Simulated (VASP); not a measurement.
# AlCo (P4/mmm) in VASP: single point with PBE

Aim: the single point of AlCo with PBE.

Everything below comes from runs of VASP 6.6.1. Logs are shortened: lines on timing, memory, paths and dates and some standing lists are left out, and cuts for length are marked.

### Step 1. The cell of the first run

It takes space group P4/mmm (No. 123, tetragonal). Conventional cell: a = 2.561 Å, b = 2.561 Å, c = 3.709 Å, α = 90.00°, β = 90.00°, γ = 90.00°. Within 3.4 Å of Al (site symmetry 4/mmm) lie 4 Al at 2.56 Å and 8 Co at 2.59 Å. Co (site symmetry 4/mmm) has 4 Co at 2.56 Å and 8 Al at 2.59 Å within 3.4 Å.

The cell was generated, and may not be a known phase.

### Step 2. Single point, PBE, collinear spin, ferromagnetic start

Input file INCAR:

```
PREC = Accurate
ENCUT = 520
EDIFF = 1E-6
ISMEAR = 0
SIGMA = 0.1
LREAL = F
LASPH = T
NELM = 150
ALGO = Normal
ISIF = 2
LWAVE = F
LCHARG = F
ISPIN = 2
MAGMOM = 0 3
LORBIT = 11
LMAXMIX = 4
GGA = PE
NBANDS = 17
```

Input file KPOINTS:

```
regular mesh
0
Gamma
  6 6 6
```

Input file POSCAR:

```
AlCo
1.0
    2.5607764300      0.0000000000      0.0000000000
    0.0000000000      2.5607764300      0.0000000000
    0.0000000000      0.0000000000      3.7086655600
Al Co
1 1
Direct
    0.5000000000      0.5000000000      0.5000000000
    0.0000000000      0.0000000000      0.0000000000
```

Potentials or basis: VASP PAW PBE potentials, release 64 (Al, Co).

Launch:

```sh
$ cat potpaw_PBE.64/Al/POTCAR potpaw_PBE.64/Co/POTCAR > POTCAR
$ mpirun -np 1 vasp_std > vasp.out
```

OUTCAR:

```text
PREC = Accurate
   ENCUT = 520
   EDIFF = 1E-6
   ISMEAR = 0
   LREAL = F
   LASPH = T
   NELM = 150
   ISIF = 2
   ISPIN = 2
   LORBIT = 11
   GGA = PE

 ion  position               nearest neighbor table
   1  0.500  0.500  0.500-   2 2.59   2 2.59   2 2.59   2 2.59   2 2.59   2 2.59   2 2.59   2 2.59

   2  0.000  0.000  0.000-   1 2.59   1 2.59   1 2.59   1 2.59   1 2.59   1 2.59   1 2.59   1 2.59

  LATTYP: Found a simple tetragonal cell.
 ALAT       =     2.5607764300
 C/A-ratio  =     1.4482582378

  Lattice vectors:

 A1 = (   2.5607764300,   0.0000000000,   0.0000000000)
 A2 = (   0.0000000000,   2.5607764300,   0.0000000000)
 A3 = (   0.0000000000,   0.0000000000,   3.7086655600)

Analysis of symmetry for initial positions (statically):
=====================================================================
 Subroutine PRICEL returns:
 Original cell was already a primitive cell.

 Routine SETGRP: Setting up the symmetry group for a
 simple tetragonal supercell.

 Subroutine GETGRP returns: Found 16 space group operations
 (whereof 16 operations were pure point group operations)
 out of a pool of 16 trial point group operations.

The static configuration has the point symmetry D_4h.

Analysis of symmetry for dynamics (positions and initial velocities):
=====================================================================
 Subroutine PRICEL returns:
 Original cell was already a primitive cell.

 Routine SETGRP: Setting up the symmetry group for a
 simple tetragonal supercell.

 Subroutine GETGRP returns: Found 16 space group operations
 (whereof 16 operations were pure point group operations)
 out of a pool of 16 trial point group operations.

The dynamic configuration has the point symmetry D_4h.

Analysis of structural, dynamic, and magnetic symmetry:
=====================================================================
 Subroutine PRICEL returns:
 Original cell was already a primitive cell.

 Routine SETGRP: Setting up the symmetry group for a
 simple tetragonal supercell.

 Subroutine GETGRP returns: Found 16 space group operations
 (whereof 16 operations were pure point group operations)
 out of a pool of 16 trial point group operations.

The overall configuration has the point symmetry D_4h.

 Subroutine INISYM returns: Found 16 space group operations
 (whereof 16 operations are pure point group operations),
 and found     1 'primitive' translations

----------------------------------------------------------------------------------------

                                     Primitive cell

  volume of cell :      24.3199

  direct lattice vectors                    reciprocal lattice vectors
     2.560776430  0.000000000  0.000000000     0.390506562  0.000000000  0.000000000
     0.000000000  2.560776430  0.000000000     0.000000000  0.390506562  0.000000000
     0.000000000  0.000000000  3.708665560     0.000000000  0.000000000  0.269638765

  length of vectors
     2.560776430  2.560776430  3.708665560     0.390506562  0.390506562  0.269638765

  position of ions in fractional coordinates (direct lattice)
     0.500000000  0.500000000  0.500000000
     0.000000000  0.000000000  0.000000000

  ion indices of the primitive-cell ions
   primitive index   ion index
                 1           1
                 2           2

----------------------------------------------------------------------------------------

 KPOINTS: regular mesh

Automatic generation of k-mesh.
 Grid dimensions read from file:
 generate k-points for:    6    6    6

 Generating k-lattice:

  Cartesian coordinates                     Fractional coordinates (reciprocal lattice)
     0.065084427  0.000000000  0.000000000     0.166666667  0.000000000  0.000000000
     0.000000000  0.065084427  0.000000000     0.000000000  0.166666667  0.000000000
     0.000000000  0.000000000  0.044939794     0.000000000  0.000000000  0.166666667

  Length of vectors
     0.065084427  0.065084427  0.044939794

  Shift w.r.t. Gamma in fractional coordinates (k-lattice)
     0.000000000  0.000000000  0.000000000

 Subroutine IBZKPT returns following result:
 ===========================================

 Found     40 irreducible k-points:

 Following reciprocal coordinates:
            Coordinates               Weight
  0.000000  0.000000  0.000000      1.000000
  0.166667  0.000000  0.000000      4.000000
  0.333333  0.000000  0.000000      4.000000
  0.500000  0.000000  0.000000      2.000000
  0.166667  0.166667  0.000000      4.000000
  0.333333  0.166667  0.000000      8.000000
[... 16 lines left out ...]
  0.333333  0.000000  0.333333      8.000000
  0.500000  0.000000  0.333333      4.000000
 [... further k-points ...]
   k-points           NKPTS =     40   k-points in BZ     NKDIM =     40   number of bands    NBANDS=     17
   number of dos      NEDOS =    301   number of ions     NIONS =      2
   total plane-waves  NPLWV =  11200
   dimension x,y,z NGX =    20 NGY =   20 NGZ =   28
   dimension x,y,z NGXF=    40 NGYF=   40 NGZF=   56
   ions per type =               1   1
   NGX,Y,Z   is equivalent  to a cutoff of  12.98, 12.98, 12.55 a.u.
   NGXF,Y,Z  is equivalent  to a cutoff of  25.97, 25.97, 25.10 a.u.
 SYSTEM =  unknown system
   PREC   = accura    normal or accurate (medium, high low for compatibility)
   ISTART =      0    job   : 0-new  1-cont  2-samecut
   ICHARG =      2    charge: 1-file 2-atom 10-const
   ISPIN  =      2    spin polarized calculation?
   LNONCOLLINEAR =      F non collinear calculations
   LSORBIT =      F    spin-orbit coupling
   LASPH  =      T    aspherical Exc in radial PAW
   ENCUT  =  520.0 eV  38.22 Ry    6.18 a.u.   4.76  4.76  6.90*2*pi/ulx,y,z
   NELM   =    150;   NELMIN=  2; NELMDL= -5     # of ELM steps
   EDIFF  = 0.1E-05   stopping-criterion for ELM
   LREAL  =      F    real-space projection
   EDIFFG = 0.1E-04   stopping-criterion for IOM
   NSW    =      0    number of steps for IOM
   IBRION =     -1    ionic relax: 0-MD 1-quasi-New 2-CG
   NFREE  =      0    steps in history (QN), initial steepest desc. (CG)
   ISIF   =      2    stress and relaxation
   ISYM   =      2    0-nonsym 1-usesym 2-fastsym
   POTIM  = 0.5000    time-step for ionic-motion
   TEBEG  =    0.0;   TEEND  =   0.0 temperature during run
   PSTRESS=    0.0 pullay stress
   NELECT =      12.0000    total number of electrons
   NUPDOWN=      -1.0000    fix difference up-down
   EMIN   =  10.00;   EMAX   =-10.00  energy-range for DOS
   EFERMI =   0.00;   METHOD = LEGACY
   ISMEAR =     0;   SIGMA  =   0.10  broadening in eV -4-tet -1-fermi 0-gaus
   EFERMI_NEDOS =   21; number of points for ismear=-14 and -15
   IALGO  =     38    algorithm
   IMIX   =      4    mixing-type and parameters
     AMIX     =   0.40;   BMIX     =  1.00
     AMIX_MAG =   1.60;   BMIX_MAG =  1.00
  volume/ion in A,a.u.               =      12.16        82.06
  Fermi-wavevector in a.u.,A,eV,Ry     =   1.293644  2.444633 22.769565  1.673516
  Thomas-Fermi vector in A             =   2.425277
   LORBIT       =     11    0 simple, 1 ext, 2 COOP (PROOUT), +10 PAW based schemes
   GGA     = PE    functional components
   LHFCALC =     F    Hartree Fock is set to
   AEXX    =    0.0000 exact exchange contribution
   IVDW    =     0    specifies the selected vdW correction
   LEPSILON=     F    determine dielectric tensor
   LRPA    =     F    only Hartree local field effects (RPA)
 spin polarized calculation
 Gauss-broadening in eV      SIGMA  =   0.10
  energy-cutoff  :      520.00
  volume of cell :       24.32
 maximum number of plane-waves:       674
 NGX is ok and might be reduce to    20
   NGX =  9   NGY =  9   NGZ = 13

 number of electron      12.0000000 magnetization       0.3405547

 Free energy of the ion-electron system (eV)
  ---------------------------------------------------
  ext. energy  EPLUGINS =         0.00000000
  ---------------------------------------------------
  free energy    TOTEN  =       -11.44655082 eV

  energy without entropy =      -11.43973266  energy(sigma->0) =      -11.44314174

 E-fermi :   9.7052     XC(G=0): -12.0333

 val. band max:        9.6922265936   @ k =   0.3333   0.3333   0.5000
 cond. band min:       9.7640407003   @ k =   0.1667   0.1667   0.0000
 fundamental gap:      0.0718141068
 Fermi energy:         9.7052496526

 spin component 1

 k-point     1 :       0.0000    0.0000    0.0000
  band No.  band energies     occupation
      1      -0.9636      1.00000
      2       6.5925      1.00000
      3       7.2075      1.00000
      4       9.0336      1.00000
      5       9.1621      1.00000
      6       9.1621      1.00000
[... 9 lines left out ...]
     16      32.5799      0.00000
     17      32.9808      0.00000
[... 441 lines left out ...]
 k-point    24 :       0.5000    0.0000    0.3333
  band No.  band energies     occupation
      1       4.6136      1.00000
      2       5.1504      1.00000
      3       7.4442      1.00000
      4       7.5588      1.00000
      5       8.6383      1.00000
      6       9.2739      1.00000
[... 9 lines left out ...]
     16      30.3773      0.00000
     17      31.2449      0.00000

 [... further k-points ...]

 spin component 2

 k-point     1 :       0.0000    0.0000    0.0000
  band No.  band energies     occupation
      1      -0.9749      1.00000
      2       6.7640      1.00000
      3       7.3517      1.00000
      4       9.0125      1.00000
      5       9.4477      0.99986
      6       9.4477      0.99986
[... 9 lines left out ...]
     16      32.5419      0.00000
     17      33.1028      0.00000
[... 441 lines left out ...]
 k-point    24 :       0.5000    0.0000    0.3333
  band No.  band energies     occupation
      1       4.6579      1.00000
      2       5.1540      1.00000
      3       7.5865      1.00000
      4       7.6247      1.00000
      5       9.4047      0.99999
      6       9.5618      0.97879
[... 9 lines left out ...]
     16      30.4340      0.00000
     17      31.1986      0.00000

 [... further k-points ...]

------------------------ aborting loop because EDIFF is reached ----------------------------------------

  FORCE on cell =-STRESS in cart. coord.  units (eV):
  Direction    XX          YY          ZZ          XY          YZ          ZX
  --------------------------------------------------------------------------------------
  -------------------------------------------------------------------------------------
  Total        1.2890850      1.2890850     -2.9556523      0.0000000      0.0000000      0.0000000
  in kB       84.9241361     84.9241361   -194.7165743      0.0000000      0.0000000      0.0000000
  external PRESSURE =      -8.2894340 kB  Pullay stress =       0.0000000 kB

 VOLUME and BASIS-vectors are now :
 -----------------------------------------------------------------------------
  energy-cutoff  :      520.00
  volume of cell :       24.32
      direct lattice vectors                 reciprocal lattice vectors
     2.560776430  0.000000000  0.000000000     0.390506562  0.000000000  0.000000000
     0.000000000  2.560776430  0.000000000     0.000000000  0.390506562  0.000000000
     0.000000000  0.000000000  3.708665560     0.000000000  0.000000000  0.269638765

 POSITION                                       TOTAL-FORCE (eV/Angst)
 -----------------------------------------------------------------------------------
      1.28039      1.28039      1.85433         0.000000      0.000000      0.000000
      0.00000      0.00000      0.00000         0.000000      0.000000      0.000000
 -----------------------------------------------------------------------------------
    total drift:                                0.000000      0.000000     -0.000000

  FREE ENERGIE OF THE ION-ELECTRON SYSTEM (eV)
  ---------------------------------------------------
  free  energy   TOTEN  =       -11.4465508162 eV

  energy  without entropy=      -11.4397326554  energy(sigma->0) =      -11.44314174

 total charge

# of ion       s       p       d       tot
------------------------------------------
    1        0.403   0.426   0.000   0.829
    2        0.440   0.468   7.409   8.317
--------------------------------------------------
tot          0.843   0.894   7.409   9.147

 magnetization (x)

# of ion       s       p       d       tot
------------------------------------------
    1       -0.002  -0.007   0.000  -0.009
    2        0.003   0.002   0.360   0.365
--------------------------------------------------
tot          0.001  -0.005   0.360   0.356
```

Wall time 25 s (1 thread of Intel Xeon Platinum 8375C at 2.90GHz (Ice Lake), shared host); peak memory 0.15 GiB.

What came out:

| Item | Value |
| --- | --- |
| Free energy | -11.4466 eV |
| Pressure | -0.8 GPa |
| Net moment | 0.34 μB per cell |
| Site moments | Al -0.01; Co +0.36 μB |
| Valence electrons inside the program's atomic spheres | Al 0.83; Co 8.32 |

Caveat: the k points lie up to 0.41 Å⁻¹ apart.
